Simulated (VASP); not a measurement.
# H2Rh (P6_3/mmc) in VASP: further runs

H2Rh is run at these levels: PBE; tasks: single point, relaxation of cell and atoms.

Program: VASP 6.6.1. These are calculated values, not measurements. Logs are shortened: lines on timing, memory, paths and dates and some standing lists are left out, and cuts for length are marked.

### 1 The cell of the first run

The structure is hexagonal, space group P6_3/mmc (No. 194). The conventional cell has a = 2.710 Å, b = 2.710 Å, c = 10.020 Å, α = 90.00°, β = 90.00°, γ = 120.00°. H (site symmetry 3m) has 3 Rh at 1.84 Å and 1 H at 1.96 Å within 2.4 Å. Within 2.4 Å of Rh (site symmetry -6m2) lie 6 H at 1.84 Å.

### 2 Single point, PBE

Input file INCAR:

```
SYSTEM = H2Rh
PREC     = Accurate       ! precision mode
ENCUT    = 520            ! plane-wave cutoff, eV
EDIFF    = 1E-7           ! SCF threshold, eV
ISMEAR   = 0              ! smearing method
SIGMA    = 0.1            ! smearing width, eV
LREAL    = .False.        ! projectors in reciprocal space
LASPH    = .True.         ! aspherical terms in the spheres
NELM     = 80             ! most SCF steps
ALGO     = Normal         ! electronic algorithm
ISIF     = 2              ! what is computed and relaxed
LWAVE    = .False.        ! write WAVECAR
LCHARG   = .False.        ! write CHGCAR
GGA      = PE             ! functional
NBANDS   = 26             ! bands
```

Input file KPOINTS:

```
regular mesh
0
Gamma
  18 18 4
  0 0 0
```

Input file POSCAR:

```
H2Rh
1.0
    2.7095244856      0.0000000000      0.0000000000
   -1.3547622428      2.3465170367      0.0000000000
    0.0000000000      0.0000000000     10.0197416270
H Rh
4 2
Direct
    0.3333333333      0.6666666667      0.6523789861
    0.6666666667      0.3333333333      0.1523789861
    0.3333333333      0.6666666667      0.8476210139
    0.6666666667      0.3333333333      0.3476210139
    0.3333333333      0.6666666667      0.2500000000
    0.6666666667      0.3333333333      0.7500000000
```

Potentials or basis: VASP PAW PBE potentials, release 64 (H, Rh_pv).

On the command line:

```sh
> cat potpaw_PBE.64/H/POTCAR potpaw_PBE.64/Rh_pv/POTCAR > POTCAR
> mpirun -np 1 vasp_std > vasp.out
```

OUTCAR:

```text
SYSTEM = H2Rh
   PREC = Accurate
   ENCUT = 520
   EDIFF = 1E-7
   ISMEAR = 0
   LREAL = .False.
   LASPH = .True.
   NELM = 80
   ISIF = 2
   GGA = PE

 ion  position               nearest neighbor table
   1  0.333  0.667  0.652-   6 1.84   6 1.84   6 1.84
   2  0.667  0.333  0.152-   5 1.84   5 1.84   5 1.84
   3  0.333  0.667  0.848-   6 1.84   6 1.84   6 1.84
   4  0.667  0.333  0.348-   5 1.84   5 1.84   5 1.84
   5  0.333  0.667  0.250-   2 1.84   4 1.84   2 1.84   4 1.84   2 1.84   4 1.84
   6  0.667  0.333  0.750-   1 1.84   3 1.84   1 1.84   3 1.84   1 1.84   3 1.84

  LATTYP: Found a hexagonal cell.
 ALAT       =     2.7095244856
 C/A-ratio  =     3.6979705038

  Lattice vectors:

 A1 = (   2.7095244856,   0.0000000000,   0.0000000000)
 A2 = (  -1.3547622428,   2.3465170367,   0.0000000000)
 A3 = (   0.0000000000,   0.0000000000,  10.0197416270)

Analysis of symmetry for initial positions (statically):
=====================================================================
 Subroutine PRICEL returns:
 Original cell was already a primitive cell.

 Routine SETGRP: Setting up the symmetry group for a
 hexagonal supercell.

 Subroutine GETGRP returns: Found 24 space group operations
 (whereof 12 operations were pure point group operations)
 out of a pool of 24 trial point group operations.

The static configuration has the point symmetry D_3d.
 The point group associated with its full space group is D_6h.

Analysis of symmetry for dynamics (positions and initial velocities):
=====================================================================
 Subroutine PRICEL returns:
 Original cell was already a primitive cell.

 Routine SETGRP: Setting up the symmetry group for a
 hexagonal supercell.

 Subroutine GETGRP returns: Found 24 space group operations
 (whereof 12 operations were pure point group operations)
 out of a pool of 24 trial point group operations.

The dynamic configuration has the point symmetry D_3d.
 The point group associated with its full space group is D_6h.

 Subroutine INISYM returns: Found 24 space group operations
 (whereof 12 operations are pure point group operations),
 and found     1 'primitive' translations

----------------------------------------------------------------------------------------

                                     Primitive cell

  volume of cell :      63.7050

  direct lattice vectors                    reciprocal lattice vectors
     2.709524486  0.000000000  0.000000000     0.369068449  0.213081769  0.000000000
    -1.354762243  2.346517037  0.000000000     0.000000000  0.426163537  0.000000000
     0.000000000  0.000000000 10.019741627     0.000000000  0.000000000  0.099802973

  length of vectors
     2.709524486  2.709524486 10.019741627     0.426163537  0.426163537  0.099802973

  position of ions in fractional coordinates (direct lattice)
     0.333333333  0.666666667  0.652378986
     0.666666667  0.333333333  0.152378986
     0.333333333  0.666666667  0.847621014
     0.666666667  0.333333333  0.347621014
     0.333333333  0.666666667  0.250000000
     0.666666667  0.333333333  0.750000000

  ion indices of the primitive-cell ions
   primitive index   ion index
                 1           1
                 2           2
                 3           3
                 4           4
                 5           5
                 6           6

----------------------------------------------------------------------------------------

 KPOINTS: regular mesh

Automatic generation of k-mesh.
 Grid dimensions read from file:
 generate k-points for:   18   18    4

 Generating k-lattice:

  Cartesian coordinates                     Fractional coordinates (reciprocal lattice)
     0.020503803  0.011837876  0.000000000     0.055555556 -0.000000000  0.000000000
     0.000000000  0.023675752  0.000000000     0.000000000  0.055555556  0.000000000
     0.000000000  0.000000000  0.024950743     0.000000000  0.000000000  0.250000000

  Length of vectors
     0.023675752  0.023675752  0.024950743

  Shift w.r.t. Gamma in fractional coordinates (k-lattice)
     0.000000000  0.000000000  0.000000000

 Subroutine IBZKPT returns following result:
 ===========================================

 Found    111 irreducible k-points:

 Following reciprocal coordinates:
            Coordinates               Weight
  0.000000  0.000000  0.000000      1.000000
  0.055556 -0.000000  0.000000      6.000000
  0.111111 -0.000000  0.000000      6.000000
  0.166667  0.000000  0.000000      6.000000
  0.222222 -0.000000  0.000000      6.000000
  0.277778 -0.000000  0.000000      6.000000
[... 16 lines left out ...]
  0.333333  0.111111  0.000000     12.000000
  0.388889  0.111111  0.000000     12.000000
 [... further k-points ...]
   k-points           NKPTS =    111   k-points in BZ     NKDIM =    111   number of bands    NBANDS=     26
   number of dos      NEDOS =    301   number of ions     NIONS =      6
   total plane-waves  NPLWV =  32000
   dimension x,y,z NGX =    20 NGY =   20 NGZ =   80
   dimension x,y,z NGXF=    40 NGYF=   40 NGZF=  160
   ions per type =               4   2
   NGX,Y,Z   is equivalent  to a cutoff of  12.27, 12.27, 13.27 a.u.
   NGXF,Y,Z  is equivalent  to a cutoff of  24.54, 24.54, 26.55 a.u.
 SYSTEM =  H2Rh
   PREC   = accura    normal or accurate (medium, high low for compatibility)
   ISTART =      0    job   : 0-new  1-cont  2-samecut
   ICHARG =      2    charge: 1-file 2-atom 10-const
   ISPIN  =      1    spin polarized calculation?
   LNONCOLLINEAR =      F non collinear calculations
   LSORBIT =      F    spin-orbit coupling
   LASPH  =      T    aspherical Exc in radial PAW
   ENCUT  =  520.0 eV  38.22 Ry    6.18 a.u.   5.04  5.04 18.63*2*pi/ulx,y,z
   NELM   =     80;   NELMIN=  2; NELMDL= -5     # of ELM steps
   EDIFF  = 0.1E-06   stopping-criterion for ELM
   LREAL  =      F    real-space projection
   EDIFFG = 0.1E-05   stopping-criterion for IOM
   NSW    =      0    number of steps for IOM
   IBRION =     -1    ionic relax: 0-MD 1-quasi-New 2-CG
   NFREE  =      0    steps in history (QN), initial steepest desc. (CG)
   ISIF   =      2    stress and relaxation
   ISYM   =      2    0-nonsym 1-usesym 2-fastsym
   POTIM  = 0.5000    time-step for ionic-motion
   TEBEG  =    0.0;   TEEND  =   0.0 temperature during run
   PSTRESS=    0.0 pullay stress
   NELECT =      34.0000    total number of electrons
   NUPDOWN=      -1.0000    fix difference up-down
   EMIN   =  10.00;   EMAX   =-10.00  energy-range for DOS
   EFERMI =   0.00;   METHOD = LEGACY
   ISMEAR =     0;   SIGMA  =   0.10  broadening in eV -4-tet -1-fermi 0-gaus
   EFERMI_NEDOS =   21; number of points for ismear=-14 and -15
   IALGO  =     38    algorithm
   IMIX   =      4    mixing-type and parameters
     AMIX     =   0.40;   BMIX     =  1.00
     AMIX_MAG =   1.60;   BMIX_MAG =  1.00
  volume/ion in A,a.u.               =      10.62        71.65
  Fermi-wavevector in a.u.,A,eV,Ry     =   1.327935  2.509433 23.992655  1.763410
  Thomas-Fermi vector in A             =   2.457210
   LORBIT       =      0    0 simple, 1 ext, 2 COOP (PROOUT), +10 PAW based schemes
   GGA     = PE    functional components
   LHFCALC =     F    Hartree Fock is set to
   AEXX    =    0.0000 exact exchange contribution
   IVDW    =     0    specifies the selected vdW correction
   LEPSILON=     F    determine dielectric tensor
   LRPA    =     F    only Hartree local field effects (RPA)
 non-spin polarized calculation
 Gauss-broadening in eV      SIGMA  =   0.10
  energy-cutoff  :      520.00
  volume of cell :       63.70
 maximum number of plane-waves:      1749
   NGX = 11   NGY = 11   NGZ = 37

 number of electron      34.0000002 magnetization

 Free energy of the ion-electron system (eV)
  ---------------------------------------------------
  ext. energy  EPLUGINS =         0.00000000
  ---------------------------------------------------
  free energy    TOTEN  =       -27.33237806 eV

  energy without entropy =      -27.31799653  energy(sigma->0) =      -27.32518729

 E-fermi :   3.4181     XC(G=0):  -9.5532

 val. band max:        3.4143582033   @ k =   0.2778   0.1111   0.2500
 cond. band min:       3.4180747870   @ k =   0.2778   0.1111   0.5000
 fundamental gap:      0.0037165836
 Fermi energy:         3.4180509262

 k-point     1 :       0.0000    0.0000    0.0000
  band No.  band energies     occupation
      1     -42.8821      2.00000
      2     -42.8821      2.00000
      3     -42.8821      2.00000
      4     -42.8821      2.00000
      5     -42.6373      2.00000
      6     -42.6372      2.00000
[... 18 lines left out ...]
     25      16.7601      0.00000
     26      18.3050      0.00000

 k-point     2 :       0.0556   -0.0000    0.0000
  band No.  band energies     occupation
      1     -42.8992      2.00000
      2     -42.8992      2.00000
      3     -42.8861      2.00000
      4     -42.8861      2.00000
      5     -42.6348      2.00000
      6     -42.6347      2.00000
[... 18 lines left out ...]
     25      16.8200      0.00000
     26      18.1624      0.00000

 k-point     3 :       0.1111   -0.0000    0.0000
  band No.  band energies     occupation
      1     -42.9481      2.00000
      2     -42.9481      2.00000
      3     -42.8975      2.00000
      4     -42.8975      2.00000
      5     -42.6274      2.00000
      6     -42.6273      2.00000
[... 18 lines left out ...]
     25      16.9886      0.00000
     26      17.6737      0.00000

 k-point     4 :       0.1667    0.0000    0.0000
  band No.  band energies     occupation
      1     -43.0225      2.00000
      2     -43.0225      2.00000
      3     -42.9149      2.00000
      4     -42.9149      2.00000
      5     -42.6161      2.00000
      6     -42.6160      2.00000
[... 18 lines left out ...]
     25      16.8441      0.00000
     26      17.1744      0.00000

 k-point     5 :       0.2222   -0.0000    0.0000
  band No.  band energies     occupation
      1     -43.1130      2.00000
      2     -43.1130      2.00000
      3     -42.9361      2.00000
      4     -42.9361      2.00000
      5     -42.6022      2.00000
      6     -42.6021      2.00000
[... 18 lines left out ...]
     25      15.8716      0.00000
     26      17.1782      0.00000

 k-point     6 :       0.2778   -0.0000    0.0000
  band No.  band energies     occupation
      1     -43.2083      2.00000
      2     -43.2083      2.00000
      3     -42.9587      2.00000
      4     -42.9587      2.00000
      5     -42.5874      2.00000
      6     -42.5874      2.00000
[... 427 lines left out ...]
 k-point    21 :       0.2222    0.1111    0.0000
  band No.  band energies     occupation
      1     -43.2182      2.00000
      2     -43.2182      2.00000
      3     -42.9853      2.00000
      4     -42.9853      2.00000
      5     -42.5829      2.00000
      6     -42.5828      2.00000
[... 18 lines left out ...]
     25      14.7522      0.00000
     26      16.9891      0.00000

 k-point    22 :       0.2778    0.1111    0.0000
  band No.  band energies     occupation
      1     -43.2947      2.00000
      2     -43.2947      2.00000
      3     -43.0122      2.00000
      4     -43.0122      2.00000
      5     -42.5698      2.00000
      6     -42.5697      2.00000
[... 18 lines left out ...]
     25      14.0884      0.00000
     26      16.2766      0.00000

 k-point    23 :       0.3333    0.1111    0.0000
  band No.  band energies     occupation
      1     -43.3565      2.00000
      2     -43.3565      2.00000
      3     -43.0341      2.00000
      4     -43.0340      2.00000
      5     -42.5591      2.00000
      6     -42.5590      2.00000
[... 18 lines left out ...]
     25      13.6529      0.00000
     26      15.5998      0.00000

 k-point    24 :       0.3889    0.1111    0.0000
  band No.  band energies     occupation
      1     -43.3967      2.00000
      2     -43.3967      2.00000
      3     -43.0483      2.00000
      4     -43.0483      2.00000
      5     -42.5521      2.00000
      6     -42.5521      2.00000
[... 18 lines left out ...]
     25      13.4276      0.00000
     26      15.1442      0.00000

 [... further k-points ...]
[... 5 lines left out ...]
  --------------------------------------------------------------------------------------
  -------------------------------------------------------------------------------------
  Total       -0.0320432     -0.0320432     -0.0278768     -0.0000000     -0.0000000      0.0000000
  in kB       -0.8058862     -0.8058862     -0.7010992     -0.0000000     -0.0000000      0.0000000
  external PRESSURE =      -0.7709572 kB  Pullay stress =       0.0000000 kB

 VOLUME and BASIS-vectors are now :
 -----------------------------------------------------------------------------
  energy-cutoff  :      520.00
  volume of cell :       63.70
      direct lattice vectors                 reciprocal lattice vectors
     2.709524486  0.000000000  0.000000000     0.369068449  0.213081769  0.000000000
    -1.354762243  2.346517037  0.000000000     0.000000000  0.426163537  0.000000000
     0.000000000  0.000000000 10.019741627     0.000000000  0.000000000  0.099802973

 POSITION                                       TOTAL-FORCE (eV/Angst)
 -----------------------------------------------------------------------------------
     -0.00000      1.56434      6.53667        -0.000000      0.000000     -0.003050
      1.35476      0.78217      1.52680        -0.000000      0.000000     -0.003050
     -0.00000      1.56434      8.49294        -0.000000      0.000000      0.003050
      1.35476      0.78217      3.48307        -0.000000      0.000000      0.003050
     -0.00000      1.56434      2.50494         0.000000     -0.000000      0.000000
      1.35476      0.78217      7.51481        -0.000000      0.000000      0.000000
 -----------------------------------------------------------------------------------
    total drift:                                0.000000     -0.000000      0.000000

  FREE ENERGIE OF THE ION-ELECTRON SYSTEM (eV)
  ---------------------------------------------------
  free  energy   TOTEN  =       -27.3323780587 eV

  energy  without entropy=      -27.3179965256  energy(sigma->0) =      -27.32518729
```

Run time: 77 s. Hardware: 1 thread of Intel Xeon 6975P-C (Granite Rapids), shared host; peak memory 0.28 GiB.

Results:

- Free energy: -27.3324 eV
- Pressure: -0.1 GPa
- Largest force: 0.003 eV/Å
- Band gap on the k mesh: zero (band 17 reaches 6.28 eV, above the bottom of band 18 at 2.45 eV)

Forces on the atoms (eV/Å):
```
H    0.000  0.000 -0.003
H    0.000  0.000 -0.003
H    0.000  0.000  0.003
H    0.000  0.000  0.003
Rh   0.000  0.000  0.000
Rh   0.000  0.000  0.000
```

### 3 Relaxation of cell and atoms, PBE

This run uses another cell than the first one, of 10.12 Å³/atom, 0.953 times its volume.

Input file INCAR:

```
PREC = Accurate
ENCUT = 600
EDIFF = 1E-6
ISMEAR = 0
SIGMA = 0.1
LREAL = False
LASPH = True
NELM = 80
ALGO = Normal
ISIF = 3
LWAVE = False
LCHARG = False
GGA = PE
IBRION = 2
NSW = 100
EDIFFG = -0.01
```

Input file KPOINTS:

```
regular mesh
0
Gamma
  18 18 4
```

Input file POSCAR:

```
H2Rh
1.0
    2.7052491462      0.0000000000      0.0000000000
   -1.3526245731      2.3428144842      0.0000000000
    0.0000000000      0.0000000000      9.5822574962
H Rh
4 2
Direct
    0.3333333333      0.6666666667      0.6473247628
    0.6666666667      0.3333333333      0.1473247628
    0.3333333333      0.6666666667      0.8526752372
    0.6666666667      0.3333333333      0.3526752372
    0.3333333333      0.6666666667      0.2500000000
    0.6666666667      0.3333333333      0.7500000000
```

Potentials or basis: VASP PAW PBE potentials, release 64 (H, Rh_pv).

On the command line:

```sh
> cat potpaw_PBE.64/H/POTCAR potpaw_PBE.64/Rh_pv/POTCAR > POTCAR
> mpirun -np 1 vasp_std > vasp.out
```

Wall time 2.4 min (1 thread of Intel Xeon 6975P-C (Granite Rapids), shared host); peak memory 0.32 GiB.

It converged, with:

```yaml
Free_energy: -27.3321 eV
Relaxed_volume: 10.13 Å³/atom
Relaxed_cell: a = 2.710 Å, b = 2.710 Å, c = 9.561 Å, α = 90.00°, β = 90.00°, γ = 120.00°
Space_group_after_relaxing_to_0.05_Å: P6_3/mmc (No. 194)
Energy_gained_by_relaxing: 0.1 meV/atom
Ionic_steps: 4
Pressure_after_relaxing: 0.0 GPa
Band_gap_on_the_k_mesh: zero (band 17 reaches 6.67 eV, above the bottom of band 18 at 2.86 eV)
```

The path:
```csv
step,energy change (eV),largest force (eV/Å),pressure (GPa),volume (Å³)
1,0.0000,0.0228,0.20,60.73
2,-0.0003,0.0218,-0.20,60.84
3,-0.0003,0.0218,-0.23,60.87
4,-0.0005,0.0019,-0.05,60.80
```

Final structure:
```
H Rh
1.0
     2.70973    0.00000    0.00000
    -1.35486    2.34669    0.00000
     0.00000    0.00000    9.56099
H Rh
4 2
Direct
  0.33333 0.66667 0.64765
  0.66667 0.33333 0.14765
  0.33333 0.66667 0.85235
  0.66667 0.33333 0.35235
  0.33333 0.66667 0.25000
  0.66667 0.33333 0.75000
```

Levels at points of the mesh, in eV from the Fermi level:
```
           k point  band 12  band 13  band 14  band 15  band 16  band 17  band 18  band 19  band 20  band 21
(0.00, 0.00, 0.00)    -2.87    -2.87    -2.87    -2.87    -2.85    -0.47    -0.47    -0.46    -0.46     6.43
(0.50, 0.00, 0.00)    -1.92    -1.17    -1.16    -0.82    -0.64     0.56     0.56     2.86     3.75     5.86
(0.00, 0.00, 0.50)    -2.99    -2.87    -2.87    -2.87    -2.87    -0.47    -0.47    -0.47    -0.47     7.04
(0.50, 0.00, 0.50)    -2.00    -1.17    -1.17    -0.74    -0.74     0.56     0.56     3.26     3.26     6.10
```
